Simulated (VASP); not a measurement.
# InSb (F-43m) in VASP: notebook, part 3 of 3

VASP 6.6.1.

**6. Single point, r2SCAN**

This run uses another cell than the first one, of 35.26 Å³/atom, 0.966 times its volume.

POSCAR

```
InSb
1.0
    0.0000000000      3.2790729685      3.2790729685
    3.2790729685      0.0000000000      3.2790729685
    3.2790729685      3.2790729685      0.0000000000
In Sb
1 1
Direct
    0.0000000000      0.0000000000      0.0000000000
    0.2500000000      0.2500000000      0.2500000000
```

INCAR.step1

```
SYSTEM = InSb
  PREC = Accurate
  ENCUT = 520
  ISMEAR = -1
  SIGMA = 0.1
  LREAL = .False.
  LASPH = .True.
  NELM = 80
  NBANDS = 16
  GGA = PE
  ALGO = Normal
  EDIFF = 1E-4
  LWAVE = .True.
  LCHARG = .False.
```

INCAR.step2

```
SYSTEM = InSb
  PREC = Accurate
  ENCUT = 520
  EDIFF = 1E-7
  ISMEAR = -1
  SIGMA = 0.1
  LREAL = .False.
  LASPH = .True.
  NELM = 80
  ALGO = Normal
  ISIF = 2
  LWAVE = .False.
  LCHARG = .False.
  METAGGA = R2SCAN
  LMIXTAU = .True.
  NBANDS = 16
  ISTART = 1
```

KPOINTS

```
regular mesh
0
Gamma
  9 9 9
  0 0 0
```

Potentials or basis: VASP PAW PBE potentials, release 64 (In_d, Sb).

Command:

```console
> cat potpaw_PBE.64/In_d/POTCAR potpaw_PBE.64/Sb/POTCAR > POTCAR
> cp INCAR.step1 INCAR
> mpirun -np 1 vasp_std > vasp.out
> cp INCAR.step2 INCAR
> mpirun -np 1 vasp_std > vasp.out
```

OUTCAR:

```text
SYSTEM = InSb
   PREC = Accurate
   ENCUT = 520
   EDIFF = 1E-7
   ISMEAR = -1
   LREAL = .False.
   LASPH = .True.
   NELM = 80
   ISIF = 2
   METAGGA = R2SCAN
   ISTART = 1

 ion  position               nearest neighbor table
   1  0.000  0.000  0.000-   2 2.84   2 2.84   2 2.84   2 2.84
   2  0.250  0.250  0.250-   1 2.84   1 2.84   1 2.84   1 2.84

  LATTYP: Found a face centered cubic cell.
 ALAT       =     6.5581459370

  Lattice vectors:

 A1 = (   0.0000000000,   3.2790729685,   3.2790729685)
 A2 = (   3.2790729685,   0.0000000000,   3.2790729685)
 A3 = (   3.2790729685,   3.2790729685,   0.0000000000)

Analysis of symmetry for initial positions (statically):
=====================================================================
 Subroutine PRICEL returns:
 Original cell was already a primitive cell.

 Routine SETGRP: Setting up the symmetry group for a
 face centered cubic supercell.

 Subroutine GETGRP returns: Found 24 space group operations
 (whereof 24 operations were pure point group operations)
 out of a pool of 48 trial point group operations.

The static configuration has the point symmetry T_d .

Analysis of symmetry for dynamics (positions and initial velocities):
=====================================================================
 Subroutine PRICEL returns:
 Original cell was already a primitive cell.

 Routine SETGRP: Setting up the symmetry group for a
 face centered cubic supercell.

 Subroutine GETGRP returns: Found 24 space group operations
 (whereof 24 operations were pure point group operations)
 out of a pool of 48 trial point group operations.

The dynamic configuration has the point symmetry T_d .

 Subroutine INISYM returns: Found 24 space group operations
 (whereof 24 operations are pure point group operations),
 and found     1 'primitive' translations

----------------------------------------------------------------------------------------

                                     Primitive cell

  volume of cell :      70.5153

  direct lattice vectors                    reciprocal lattice vectors
     0.000000000  3.279072968  3.279072968    -0.152482121  0.152482121  0.152482121
     3.279072968  0.000000000  3.279072968     0.152482121 -0.152482121  0.152482121
     3.279072968  3.279072968  0.000000000     0.152482121  0.152482121 -0.152482121

  length of vectors
     4.637309464  4.637309464  4.637309464     0.264106780  0.264106780  0.264106780

  position of ions in fractional coordinates (direct lattice)
     0.000000000  0.000000000  0.000000000
     0.250000000  0.250000000  0.250000000

  ion indices of the primitive-cell ions
   primitive index   ion index
                 1           1
                 2           2

----------------------------------------------------------------------------------------

 KPOINTS: regular mesh

Automatic generation of k-mesh.
 Grid dimensions read from file:
 generate k-points for:    9    9    9

 Generating k-lattice:

  Cartesian coordinates                     Fractional coordinates (reciprocal lattice)
    -0.016942458  0.016942458  0.016942458     0.111111111  0.000000000  0.000000000
     0.016942458 -0.016942458  0.016942458     0.000000000  0.111111111  0.000000000
     0.016942458  0.016942458 -0.016942458     0.000000000  0.000000000  0.111111111

  Length of vectors
     0.029345198  0.029345198  0.029345198

  Shift w.r.t. Gamma in fractional coordinates (k-lattice)
     0.000000000  0.000000000  0.000000000

 Subroutine IBZKPT returns following result:
 ===========================================

 Found     35 irreducible k-points:

 Following reciprocal coordinates:
            Coordinates               Weight
  0.000000  0.000000  0.000000      1.000000
  0.111111  0.000000  0.000000      8.000000
  0.222222  0.000000  0.000000      8.000000
  0.333333  0.000000  0.000000      8.000000
  0.444444  0.000000  0.000000      8.000000
  0.111111  0.111111  0.000000      6.000000
[... 16 lines left out ...]
 -0.333333  0.333333  0.000000     12.000000
  0.444444  0.444444  0.000000      6.000000
 [... further k-points ...]
   k-points           NKPTS =     35   k-points in BZ     NKDIM =     35   number of bands    NBANDS=     16
   number of dos      NEDOS =    301   number of ions     NIONS =      2
   total plane-waves  NPLWV =  46656
   dimension x,y,z NGX =    36 NGY =   36 NGZ =   36
   dimension x,y,z NGXF=    72 NGYF=   72 NGZF=   72
   ions per type =               1   1
   NGX,Y,Z   is equivalent  to a cutoff of  12.91, 12.91, 12.91 a.u.
   NGXF,Y,Z  is equivalent  to a cutoff of  25.81, 25.81, 25.81 a.u.
 SYSTEM =  InSb
   PREC   = accura    normal or accurate (medium, high low for compatibility)
   ISTART =      1    job   : 0-new  1-cont  2-samecut
   ICHARG =      0    charge: 1-file 2-atom 10-const
   ISPIN  =      1    spin polarized calculation?
   LNONCOLLINEAR =      F non collinear calculations
   LSORBIT =      F    spin-orbit coupling
   LASPH  =      T    aspherical Exc in radial PAW
   ENCUT  =  520.0 eV  38.22 Ry    6.18 a.u.   8.62  8.62  8.62*2*pi/ulx,y,z
   NELM   =     80;   NELMIN=  2; NELMDL=  0     # of ELM steps
   EDIFF  = 0.1E-06   stopping-criterion for ELM
   LREAL  =      F    real-space projection
   EDIFFG = 0.1E-05   stopping-criterion for IOM
   NSW    =      0    number of steps for IOM
   IBRION =     -1    ionic relax: 0-MD 1-quasi-New 2-CG
   NFREE  =      0    steps in history (QN), initial steepest desc. (CG)
   ISIF   =      2    stress and relaxation
   ISYM   =      2    0-nonsym 1-usesym 2-fastsym
   POTIM  = 0.5000    time-step for ionic-motion
   TEBEG  =    0.0;   TEEND  =   0.0 temperature during run
   PSTRESS=    0.0 pullay stress
   NELECT =      18.0000    total number of electrons
   NUPDOWN=      -1.0000    fix difference up-down
   EMIN   =  10.00;   EMAX   =-10.00  energy-range for DOS
   EFERMI =   0.00;   METHOD = LEGACY
   ISMEAR =    -1;   SIGMA  =   0.10  broadening in eV -4-tet -1-fermi 0-gaus
   EFERMI_NEDOS =   21; number of points for ismear=-14 and -15
   IALGO  =     38    algorithm
   IMIX   =      4    mixing-type and parameters
     AMIX     =   0.40;   BMIX     =  1.00
     AMIX_MAG =   1.60;   BMIX_MAG =  1.00
  volume/ion in A,a.u.               =      35.26       237.93
  Fermi-wavevector in a.u.,A,eV,Ry     =   1.038495  1.962472 14.673512  1.078473
  Thomas-Fermi vector in A             =   2.172982
   LORBIT       =      0    0 simple, 1 ext, 2 COOP (PROOUT), +10 PAW based schemes
   METAGGA = R2SCAN    functional components
   LHFCALC =     F    Hartree Fock is set to
   AEXX    =    0.0000 exact exchange contribution
   IVDW    =     0    specifies the selected vdW correction
   LEPSILON=     F    determine dielectric tensor
   LRPA    =     F    only Hartree local field effects (RPA)
 non-spin polarized calculation
  energy-cutoff  :      520.00
  volume of cell :       70.52
 maximum number of plane-waves:      1917
   NGX = 17   NGY = 17   NGZ = 17

 number of electron      17.9999999 magnetization

 Free energy of the ion-electron system (eV)
  ---------------------------------------------------
  ext. energy  EPLUGINS =         0.00000000
  ---------------------------------------------------
  free energy    TOTEN  =       -48.76746190 eV

  energy without entropy =      -48.76615789  energy(sigma->0) =      -48.76680989

 E-fermi :   4.7546     XC(G=0):  -9.0799

 val. band max:        4.5562885498   @ k =   0.0000   0.0000   0.0000
 cond. band min:       5.3232107719   @ k =   0.4444   0.0000   0.0000
 fundamental gap:      0.7669222221
 Fermi energy:         4.7545971827

 k-point     1 :       0.0000    0.0000    0.0000
  band No.  band energies     occupation
      1     -10.4810      2.00000
      2     -10.4810      2.00000
      3     -10.4810      2.00000
      4     -10.3898      2.00000
      5     -10.3898      2.00000
      6      -6.3464      2.00000
[... 8 lines left out ...]
     15      13.1712      0.00000
     16      13.1712      0.00000

 k-point     2 :       0.1111    0.0000    0.0000
  band No.  band energies     occupation
      1     -10.4862      2.00000
      2     -10.4785      2.00000
      3     -10.4785      2.00000
      4     -10.3900      2.00000
      5     -10.3900      2.00000
      6      -6.2337      2.00000
[... 8 lines left out ...]
     15      12.5086      0.00000
     16      12.5086      0.00000
[... 387 lines left out ...]
      5     -10.3878      2.00000
      6      -4.5479      2.00000
[... 8 lines left out ...]
     15      12.7221      0.00000
     16      16.0363      0.00000

 k-point    24 :       0.4444    0.4444    0.0000
  band No.  band energies     occupation
      1     -10.5546      2.00000
      2     -10.4401      2.00000
      3     -10.4401      2.00000
      4     -10.4068      2.00000
      5     -10.3811      2.00000
      6      -4.4988      2.00000
[... 8 lines left out ...]
     15      15.0300      0.00000
     16      15.6802      0.00000

 [... further k-points ...]
[... 5 lines left out ...]
  --------------------------------------------------------------------------------------
  -------------------------------------------------------------------------------------
  Total       -0.0099210     -0.0099210     -0.0099210      0.0000000      0.0000000      0.0000000
  in kB       -0.2254160     -0.2254160     -0.2254160      0.0000000      0.0000000      0.0000000
  external PRESSURE =      -0.2254160 kB  Pullay stress =       0.0000000 kB

 VOLUME and BASIS-vectors are now :
 -----------------------------------------------------------------------------
  energy-cutoff  :      520.00
  volume of cell :       70.52
      direct lattice vectors                 reciprocal lattice vectors
     0.000000000  3.279072968  3.279072968    -0.152482121  0.152482121  0.152482121
     3.279072968  0.000000000  3.279072968     0.152482121 -0.152482121  0.152482121
     3.279072968  3.279072968  0.000000000     0.152482121  0.152482121 -0.152482121

 POSITION                                       TOTAL-FORCE (eV/Angst)
 -----------------------------------------------------------------------------------
      0.00000      0.00000      0.00000        -0.000000     -0.000000     -0.000000
      1.63954      1.63954      1.63954         0.000000      0.000000      0.000000
 -----------------------------------------------------------------------------------
    total drift:                               -0.000001     -0.000001     -0.000001

  FREE ENERGIE OF THE ION-ELECTRON SYSTEM (eV)
  ---------------------------------------------------
  free  energy   TOTEN  =       -48.7674618969 eV

  energy  without entropy=      -48.7661578863  energy(sigma->0) =      -48.76680989
```

It took 5.8 min on 1 thread of AMD EPYC 7R13, shared host; peak memory 0.21 GiB.

Results:

| Property | Result |
| --- | --- |
| Free energy | -48.7675 eV |
| Pressure | 0.0 GPa |

Caveat: the PAW data sets were made with another functional, which shifts forces and pressure a little; spin-orbit coupling is left out, which moves the levels of the heavy elements.

**7. Summary**

```csv
level,cell,gap on the mesh (eV),pressure (GPa)
PBE,"a = 4.692 Å, angles 60.0°, 2 atoms",none,0.0
r2SCAN,"a = 4.543 Å, angles 60.0°, 2 atoms",0.40,3.1
r2SCAN,"a = 4.575 Å, angles 60.0°, 2 atoms",0.27,1.9
r2SCAN,"a = 4.606 Å, angles 60.0°, 2 atoms",-,0.9
r2SCAN,"a = 4.637 Å, angles 60.0°, 2 atoms",-,0.0
```

Alike in all rows: task single point; potentials or basis VASP PAW PBE potentials, release 64 (In_d, Sb); no spin polarisation; k mesh 9 × 9 × 9; cutoff (eV) 520; smearing fermi-dirac 0.1 eV.

Caveats: spin-orbit coupling is left out, which moves the levels of the heavy elements; the PAW data sets were made with another functional, which shifts forces and pressure a little (some runs).

Absolute energies hang on the potentials; compare differences alone.

**8. Comparison with measurements**

Step 2. A measured gap of InSb is 0.24 eV (quoted in “Electronic Structure and Epitaxy of CdTe Shells on InSb Nanowires”, 2021, arxiv:2111.05126); the calculated 0.00 eV misses it by -0.24 eV. Spin-orbit coupling on In, Sb is left out. The value is that of PBE on a finite k mesh, which can miss the band edges, without temperature or zero-point motion. Semilocal functionals fall short of measured gaps as a rule.

Step 4. A measured gap of InSb is 0.24 eV (quoted in “Electronic Structure and Epitaxy of CdTe Shells on InSb Nanowires”, 2021, arxiv:2111.05126); the calculated 0.27 eV misses it by +0.03 eV. Spin-orbit coupling on In, Sb is left out. The value is that of r2SCAN, without temperature or zero-point motion.
